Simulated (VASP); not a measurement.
# SiC (P6_3mc) in VASP: further runs, part 2 of 2

VASP 6.6.1. Earlier steps stand in the parts before.

## (3) Single point, r2SCAN (strain -0.0150 x Voigt [1, 1, 0, 0, 0, 0])

POSCAR

```
SiC
1.0
    3.0290670808      0.0000000000      0.0000000000
   -1.5145335404      2.6232490418      0.0000000000
    0.0000000000      0.0000000000      5.0481668544
Si C
2 2
Direct
    0.3333333333      0.6666666667      0.0046028828
    0.6666666667      0.3333333333      0.5046028828
    0.3333333333      0.6666666667      0.3803971172
    0.6666666667      0.3333333333      0.8803971172
```

INCAR.step1

```
PREC = Accurate
ENCUT = 520
ISMEAR = 0
SIGMA = 0.05
LREAL = False
LASPH = True
NELM = 100
NBANDS = 16
GGA = PE
ALGO = Normal
EDIFF = 1E-4
LWAVE = True
LCHARG = False
```

INCAR.step2

```
PREC = Accurate
ENCUT = 520
EDIFF = 1E-7
ISMEAR = 0
SIGMA = 0.05
LREAL = False
LASPH = True
NELM = 100
ALGO = Normal
ISIF = 2
LWAVE = False
LCHARG = False
METAGGA = R2SCAN
LMIXTAU = True
NBANDS = 16
ISTART = 1
```

KPOINTS

```
regular mesh
0
Gamma
  12 12 6
```

Potentials or basis: VASP PAW PBE potentials, release 64 (Si, C).

Run with:

```
$ cat potpaw_PBE.64/Si/POTCAR potpaw_PBE.64/C/POTCAR > POTCAR
$ cp INCAR.step1 INCAR
$ mpirun -np 1 vasp_std > vasp.out
$ cp INCAR.step2 INCAR
$ mpirun -np 1 vasp_std > vasp.out
```

It took 2.2 min on 1 thread of AMD EPYC 9R45 (Zen 5), shared host; peak memory 0.15 GiB.

It converged, with:

* Free energy: -38.5990 eV
* Pressure: 7.3 GPa
* Largest force: 0.156 eV/Å
* Band gap on the k mesh: 2.55 eV, indirect (least direct gap 4.70 eV)

Forces in eV/Å, atoms in the order of the input:
```
Si   0.000  0.000  0.156
Si   0.000  0.000  0.156
C    0.000  0.000 -0.156
C    0.000  0.000 -0.156
```

Stress tensor (GPa, compression positive):
```
10.48  0.00  0.00
 0.00 10.48  0.00
 0.00  0.00  0.83
```

Levels at points of the mesh, in eV from the valence-band top:
| k point | band 4 | band 5 | band 6 | band 7 | band 8 | band 9 | band 10 | band 11 | band 12 | band 13 |
| --- | --- | --- | --- | --- | --- | --- | --- | --- | --- | --- |
| (0.00, 0.00, 0.00) | -1.32 | -1.32 | -0.20 | 0.00 | 0.00 | 5.89 | 6.77 | 7.50 | 7.50 | 8.64 |
| (0.50, 0.00, 0.00) | -6.74 | -5.73 | -3.48 | -3.45 | -1.31 | 3.39 | 4.59 | 7.72 | 7.83 | 10.71 |
| (0.00, 0.00, 0.50) | -4.83 | -0.71 | -0.71 | -0.71 | -0.71 | 6.94 | 6.94 | 8.17 | 8.17 | 8.17 |
| (0.50, 0.00, 0.50) | -8.70 | -2.58 | -2.58 | -2.56 | -2.56 | 3.73 | 3.73 | 5.86 | 5.86 | 11.28 |

Caveat: the cell differs from its parent crystal (strain -0.0150 x Voigt [1, 1, 0, 0, 0, 0]); the PAW data sets were made with another functional, which shifts forces and pressure a little. A k mesh can miss the band edges.

## (4) Single point, r2SCAN (strain +0.0150 x Voigt [1, 1, 0, 0, 0, 0])

POSCAR: that of step 3 with these lines changed.

```diff
@@ -2,4 +2,4 @@
 1.0
-    3.0290670808      0.0000000000      0.0000000000
-   -1.5145335404      2.6232490418      0.0000000000
+    3.1213229310      0.0000000000      0.0000000000
+   -1.5606614655      2.7031449517      0.0000000000
     0.0000000000      0.0000000000      5.0481668544
```

INCAR.step1: that of step 3 with these lines changed.

```diff
@@ -6,3 +6,3 @@
 LASPH = True
-NELM = 100
+NELM = 60
 NBANDS = 16
```

INCAR.step2: that of step 3 with these lines changed.

```diff
@@ -2,3 +2,3 @@
 ENCUT = 520
-EDIFF = 1E-7
+EDIFF = 1E-6
 ISMEAR = 0
@@ -7,3 +7,3 @@
 LASPH = True
-NELM = 100
+NELM = 60
 ALGO = Normal
```

KPOINTS

```
Automatic mesh
0
Gamma
  12 12 6
```

Run with:

```
$ cat potpaw_PBE.64/Si/POTCAR potpaw_PBE.64/C/POTCAR > POTCAR
$ cp INCAR.step1 INCAR
$ mpirun -np 1 vasp_std > vasp.out
$ cp INCAR.step2 INCAR
$ mpirun -np 1 vasp_std > vasp.out
```

Wall time 1.8 min (1 thread of AMD EPYC 9R45 (Zen 5), shared host); peak memory 0.15 GiB.

The run converged. Its results:

```yaml
Free_energy: -38.6004 eV
Pressure: -6.5 GPa
Largest_force: 0.122 eV/Å
Band_gap_on_the_k_mesh: 2.76 eV, indirect (least direct gap 4.27 eV)
```

Forces on the atoms (eV/Å):
```
Si   0.000  0.000 -0.122
Si   0.000  0.000 -0.122
C    0.000  0.000  0.122
C    0.000  0.000  0.122
```

Stress tensor (GPa, compression positive):
```
-9.30  0.00  0.00
 0.00 -9.30  0.00
 0.00  0.00 -0.98
```

Levels at points of the mesh, in eV from the valence-band top:
```
           k point  band 5  band 6  band 7  band 8  band 9  band 10  band 11  band 12
(0.00, 0.00, 0.00)   -1.45   -0.05    0.00    0.00    4.89     6.63     6.89     6.89
(0.50, 0.00, 0.00)   -5.53   -3.48   -3.28   -1.20    3.07     4.73     7.22     7.47
(0.00, 0.00, 0.50)   -0.79   -0.79   -0.79   -0.79    6.06     6.06     7.63     7.63
(0.50, 0.00, 0.50)   -2.54   -2.54   -2.33   -2.33    3.70     3.70     5.74     5.74
```

Caveat: the cell differs from its parent crystal (strain +0.0150 x Voigt [1, 1, 0, 0, 0, 0]); the PAW data sets were made with another functional, which shifts forces and pressure a little.

## (5) Single point, r2SCAN (strain +0.0300 x Voigt [1, 1, 0, 0, 0, 0])

POSCAR: that of step 4 with these lines changed.

```diff
@@ -2,4 +2,4 @@
 1.0
-    3.1213229310      0.0000000000      0.0000000000
-   -1.5606614655      2.7031449517      0.0000000000
+    3.1674508561      0.0000000000      0.0000000000
+   -1.5837254280      2.7430929066      0.0000000000
     0.0000000000      0.0000000000      5.0481668544
```

INCAR.step1

```
PREC = Accurate ; ENCUT = 520
ISMEAR = 0 ; SIGMA = 0.05
LREAL = F ; LASPH = T
NELM = 60 ; NBANDS = 16
GGA = PE ; ALGO = Normal
EDIFF = 1E-4 ; LWAVE = T
LCHARG = F
```

INCAR.step2

```
PREC = Accurate ; ENCUT = 520
EDIFF = 1E-6 ; ISMEAR = 0
SIGMA = 0.05 ; LREAL = F
LASPH = T ; NELM = 60
ALGO = Normal ; ISIF = 2
LWAVE = F ; LCHARG = T
METAGGA = R2SCAN ; LMIXTAU = T
LELF = T ; LVHAR = T
NBANDS = 16 ; ISTART = 1
```

KPOINTS

```
regular mesh
0
Gamma
  12 12 6
```

Run with:

```
$ cat potpaw_PBE.64/Si/POTCAR potpaw_PBE.64/C/POTCAR > POTCAR
$ cp INCAR.step1 INCAR
$ mpirun -np 1 vasp_std > vasp.out
$ cp INCAR.step2 INCAR
$ mpirun -np 1 vasp_std > vasp.out
```

Run time: 1.8 min. Hardware: 1 thread of AMD EPYC 9R45 (Zen 5), shared host; peak memory 0.16 GiB.

Results (log left out):

```yaml
Free_energy: -38.4953 eV
Pressure: -12.0 GPa
Largest_force: 0.213 eV/Å
Band_gap_on_the_k_mesh: 2.84 eV, indirect (least direct gap 4.06 eV)
```

Forces on the atoms (eV/Å):
```
Si   0.000  0.000 -0.213
Si   0.000  0.000 -0.213
C    0.000  0.000  0.213
C    0.000  0.000  0.213
```

Stress tensor (GPa, compression positive):
```
-17.12   0.00   0.00
  0.00 -17.12   0.00
  0.00   0.00  -1.67
```

Levels at points of the mesh, in eV from the valence-band top:
| k point | band 5 | band 6 | band 7 | band 8 | band 9 | band 10 | band 11 | band 12 |
| --- | --- | --- | --- | --- | --- | --- | --- | --- |
| (0.00, 0.00, 0.00) | -1.51 | 0.00 | 0.00 | 0.00 | 4.41 | 6.35 | 6.61 | 6.61 |
| (0.50, 0.00, 0.00) | -5.43 | -3.48 | -3.21 | -1.16 | 2.91 | 4.78 | 6.98 | 7.29 |
| (0.00, 0.00, 0.50) | -0.83 | -0.83 | -0.83 | -0.83 | 5.63 | 5.63 | 7.37 | 7.37 |
| (0.50, 0.00, 0.50) | -2.53 | -2.53 | -2.24 | -2.24 | 3.64 | 3.64 | 5.70 | 5.70 |

Caveat: the cell differs from its parent crystal (strain +0.0300 x Voigt [1, 1, 0, 0, 0, 0]); the PAW data sets were made with another functional, which shifts forces and pressure a little. A k mesh can miss the band edges.

## (6) Overview

```csv
cell,gap on the mesh (eV),pressure (GPa),largest force (eV/Å)
"a = 2.983, b = 2.983, c = 5.048 Å, angles 90.0, 90.0, 120.0°, 4 atoms",2.43,15.9,0.35
"a = 3.029, b = 3.029, c = 5.048 Å, angles 90.0, 90.0, 120.0°, 4 atoms",2.55,7.3,0.16
"a = 3.121, b = 3.121, c = 5.048 Å, angles 90.0, 90.0, 120.0°, 4 atoms",2.76,-6.5,0.12
"a = 3.167, b = 3.167, c = 5.048 Å, angles 90.0, 90.0, 120.0°, 4 atoms",2.84,-12.0,0.21
```

Alike in all rows: task single point; level r2SCAN; potentials or basis VASP PAW PBE potentials, release 64 (Si, C); no spin polarisation; k mesh 12 × 12 × 6; cutoff (eV) 520; smearing gaussian 0.05 eV.

Caveats: the PAW data sets were made with another functional, which shifts forces and pressure a little.

Absolute energies hang on the potentials; compare differences alone.
